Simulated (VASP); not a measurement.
# SiMo3 (P4_2mc) in VASP: single point with PBE

Aim: the single point of SiMo3 with PBE.

Everything below comes from runs of VASP 6.6.1. Logs are shortened: lines on timing, memory, paths and dates and some standing lists are left out, and cuts for length are marked.

## 1. The cell of the first run

Symmetry: P4_2mc, No. 105, tetragonal system. The conventional cell has a = 4.906 Å, b = 4.906 Å, c = 4.906 Å, α = 90.00°, β = 90.00°, γ = 90.00°. Si (site symmetry 2mm) has 12 Mo at 2.59 to 2.94 Å within 3.4 Å. Mo (site symmetry m) has 10 Mo at 2.45 to 3.21 Å and 4 Si at 2.70 to 2.78 Å within 3.3 Å. Mo (site symmetry 2mm) has 10 Mo at 2.45 to 3.21 Å and 4 Si at 2.59 to 2.94 Å within 3.3 Å.

## 2. Single point, PBE (atoms displaced along a vibrational mode)

INCAR reads:

```
ALGO = Fast ; EDIFF = 1E-6
ENCUT = 520 ; GGA = PE
ISIF = 2 ; ISMEAR = 0
LASPH = True ; LCHARG = True
LELF = True ; LREAL = False
LVHAR = True ; LWAVE = False
NBANDS = 56 ; NELM = 80
PREC = Accurate ; SIGMA = 0.15
```

KPOINTS reads:

```
k-points
0
Gamma
  8 8 8
```

POSCAR reads:

```
SiMo3
1.0
    4.9064535172      0.0000000000      0.0000000000
    0.0000000000      4.9064535172      0.0000000000
    0.0000000000      0.0000000000      4.9064535172
Si Mo
2 6
Direct
    0.0000000000      0.0188331299      0.0000000000
    0.5000000000      0.5188331299      0.5000000000
    0.2500000000      0.0278157090      0.5000000000
    0.5000000000      0.6888560395      0.0000000000
    0.7500000000      0.0278157090      0.5000000000
    0.5000000000      0.1888560395      0.0000000000
    0.0000000000      0.5278157090      0.7500000000
    0.0000000000      0.5278157090      0.2500000000
```

Potentials or basis: VASP PAW PBE potentials, release 64 (Si, Mo_sv).

Run with:

```sh
$ cat potpaw_PBE.64/Si/POTCAR potpaw_PBE.64/Mo_sv/POTCAR > POTCAR
$ mpirun -np 1 vasp_std > vasp.out
```

OUTCAR:

```text
EDIFF = 1E-6
   ENCUT = 520
   GGA = PE
   ISIF = 2
   ISMEAR = 0
   LASPH = True
   LREAL = False
   NELM = 80
   PREC = Accurate

 ion  position               nearest neighbor table
   1  0.000  0.019  0.000-   6 2.59   6 2.59   8 2.70   7 2.70   3 2.74   3 2.74   5 2.74   5 2.74
                             7 2.78   8 2.78   4 2.94   4 2.94
   2  0.500  0.519  0.500-   4 2.59   4 2.59   5 2.70   3 2.70   8 2.74   7 2.74   7 2.74   8 2.74
                             3 2.78   5 2.78   6 2.94   6 2.94
   3  0.250  0.028  0.500-   5 2.45   5 2.45   2 2.70   1 2.74   1 2.74   2 2.78   6 2.85   6 2.85
                             7 3.00   7 3.00   8 3.00   8 3.00   4 3.21   4 3.21
   4  0.500  0.689  0.000-   6 2.45   6 2.45   2 2.59   2 2.59   7 2.85   8 2.85   7 2.85   8 2.85
                             1 2.94   1 2.94   3 3.21   5 3.21   3 3.21   5 3.21
   5  0.750  0.028  0.500-   3 2.45   3 2.45   2 2.70   1 2.74   1 2.74   2 2.78   6 2.85   6 2.85
                             7 3.00   7 3.00   8 3.00   8 3.00   4 3.21   4 3.21
   6  0.500  0.189  0.000-   4 2.45   4 2.45   1 2.59   1 2.59   3 2.85   5 2.85   3 2.85   5 2.85
                             2 2.94   2 2.94   8 3.21   7 3.21   7 3.21   8 3.21
   7  0.000  0.528  0.750-   8 2.45   8 2.45   1 2.70   2 2.74   2 2.74   1 2.78   4 2.85   4 2.85
                             3 3.00   5 3.00   5 3.00   3 3.00   6 3.21   6 3.21
   8  0.000  0.528  0.250-   7 2.45   7 2.45   1 2.70   2 2.74   2 2.74   1 2.78   4 2.85   4 2.85
                             3 3.00   5 3.00   5 3.00   3 3.00   6 3.21   6 3.21

  LATTYP: Found a simple cubic cell.
 ALAT       =     4.9064535172

  Lattice vectors:

 A1 = (   4.9064535172,   0.0000000000,   0.0000000000)
 A2 = (   0.0000000000,   4.9064535172,   0.0000000000)
 A3 = (   0.0000000000,   0.0000000000,   4.9064535172)

Analysis of symmetry for initial positions (statically):
=====================================================================
 Subroutine PRICEL returns:
 Original cell was already a primitive cell.

 Routine SETGRP: Setting up the symmetry group for a
 simple cubic supercell.

 Subroutine GETGRP returns: Found  8 space group operations
 (whereof  4 operations were pure point group operations)
 out of a pool of 48 trial point group operations.

The static configuration has the point symmetry C_2v.
 The point group associated with its full space group is C_4v.

Analysis of symmetry for dynamics (positions and initial velocities):
=====================================================================
 Subroutine PRICEL returns:
 Original cell was already a primitive cell.

 Routine SETGRP: Setting up the symmetry group for a
 simple cubic supercell.

 Subroutine GETGRP returns: Found  8 space group operations
 (whereof  4 operations were pure point group operations)
[... 127 lines left out ...]
   NUPDOWN=      -1.0000    fix difference up-down
   EMIN   =  10.00;   EMAX   =-10.00  energy-range for DOS
   EFERMI =   0.00;   METHOD = LEGACY
   ISMEAR =     0;   SIGMA  =   0.15  broadening in eV -4-tet -1-fermi 0-gaus
   EFERMI_NEDOS =   21; number of points for ismear=-14 and -15
   IALGO  =     68    algorithm
   IMIX   =      4    mixing-type and parameters
     AMIX     =   0.40;   BMIX     =  1.00
     AMIX_MAG =   1.60;   BMIX_MAG =  1.00
  volume/ion in A,a.u.               =      14.76        99.63
  Fermi-wavevector in a.u.,A,eV,Ry     =   1.506271  2.846439 30.869606  2.268852
  Thomas-Fermi vector in A             =   2.617010
   LORBIT       =      0    0 simple, 1 ext, 2 COOP (PROOUT), +10 PAW based schemes
   GGA     = PE    functional components
   LHFCALC =     F    Hartree Fock is set to
   AEXX    =    0.0000 exact exchange contribution
   IVDW    =     0    specifies the selected vdW correction
   LEPSILON=     F    determine dielectric tensor
   LRPA    =     F    only Hartree local field effects (RPA)
 non-spin polarized calculation
 RMM-DIIS sequential band-by-band and
 Gauss-broadening in eV      SIGMA  =   0.15
  energy-cutoff  :      520.00
  volume of cell :      118.11
 maximum number of plane-waves:      3197
   NGX = 19   NGY = 19   NGZ = 19

 number of electron      91.9999979 magnetization

 Free energy of the ion-electron system (eV)
  ---------------------------------------------------
  ext. energy  EPLUGINS =         0.00000000
  ---------------------------------------------------
  free energy    TOTEN  =       -78.03198828 eV

  energy without entropy =      -77.98043581  energy(sigma->0) =      -78.00621204

 E-fermi :  12.4975     XC(G=0): -13.0423

 val. band max:       12.4954449851   @ k =   0.3750   0.1250   0.1250
 cond. band min:      12.5013871686   @ k =   0.1250   0.0000   0.2500
 fundamental gap:      0.0059421835
 Fermi energy:        12.4975008777

 k-point     1 :       0.0000    0.0000    0.0000
  band No.  band energies     occupation
      1     -48.6544      2.00000
      2     -48.5470      2.00000
      3     -48.5226      2.00000
      4     -48.2239      2.00000
      5     -48.2239      2.00000
      6     -48.2001      2.00000
[... 1405 lines left out ...]
     55      15.1686      0.00000
     56      15.2289      0.00000

 [... further k-points ...]

------------------------ aborting loop because EDIFF is reached ----------------------------------------

  FORCE on cell =-STRESS in cart. coord.  units (eV):
  Direction    XX          YY          ZZ          XY          YZ          ZX
  --------------------------------------------------------------------------------------
  -------------------------------------------------------------------------------------
  Total        3.1369547      1.7964756      3.1369547      0.0000000      0.0000000      0.0000000
  in kB       42.5515870     24.3685020     42.5515870      0.0000000      0.0000000      0.0000000
  external PRESSURE =      36.4905586 kB  Pullay stress =       0.0000000 kB

 VOLUME and BASIS-vectors are now :
 -----------------------------------------------------------------------------
  energy-cutoff  :      520.00
  volume of cell :      118.11
      direct lattice vectors                 reciprocal lattice vectors
     4.906453517  0.000000000  0.000000000     0.203813202  0.000000000  0.000000000
     0.000000000  4.906453517  0.000000000     0.000000000  0.203813202  0.000000000
     0.000000000  0.000000000  4.906453517     0.000000000  0.000000000  0.203813202

 POSITION                                       TOTAL-FORCE (eV/Angst)
 -----------------------------------------------------------------------------------
      0.00000      0.09240      0.00000        -0.000000     -0.217836      0.000000
      2.45323      2.54563      2.45323        -0.000000     -0.217836      0.000000
      1.22661      0.13648      2.45323        -0.057467     -1.075175      0.000000
      2.45323      3.37984      0.00000        -0.000000      2.368186      0.000000
      3.67984      0.13648      2.45323         0.057467     -1.075175      0.000000
      2.45323      0.92661      0.00000        -0.000000      2.368186      0.000000
      0.00000      2.58970      3.67984         0.000000     -1.075175     -0.057467
      0.00000      2.58970      1.22661         0.000000     -1.075175      0.057467
 -----------------------------------------------------------------------------------
    total drift:                                0.000000     -0.000132      0.000000

  FREE ENERGIE OF THE ION-ELECTRON SYSTEM (eV)
  ---------------------------------------------------
  free  energy   TOTEN  =       -78.0319882788 eV

  energy  without entropy=      -77.9804358103  energy(sigma->0) =      -78.00621204
```

Run time: 11 min. Hardware: 1 thread of Intel Xeon 8259CL, shared host; peak memory 0.45 GiB.

Results:

* Free energy: -78.0320 eV
* Pressure: 3.6 GPa
* Largest force: 2.368 eV/Å
* Band gap on the k mesh: zero (bands 46 and 47 overlap by 2.14 eV)

Forces in eV/Å, atoms in the order of the input:
```
Si   0.000 -0.218  0.000
Si   0.000 -0.218  0.000
Mo  -0.057 -1.075  0.000
Mo   0.000  2.368  0.000
Mo   0.057 -1.075  0.000
Mo   0.000  2.368  0.000
Mo   0.000 -1.075 -0.057
Mo   0.000 -1.075  0.057
```

Caveat: the cell differs from its parent crystal (atoms displaced along a vibrational mode); the cell stands under pressure; forces of over 1 eV/Å act on the atoms, so gaps and moduli don't describe the material at rest.
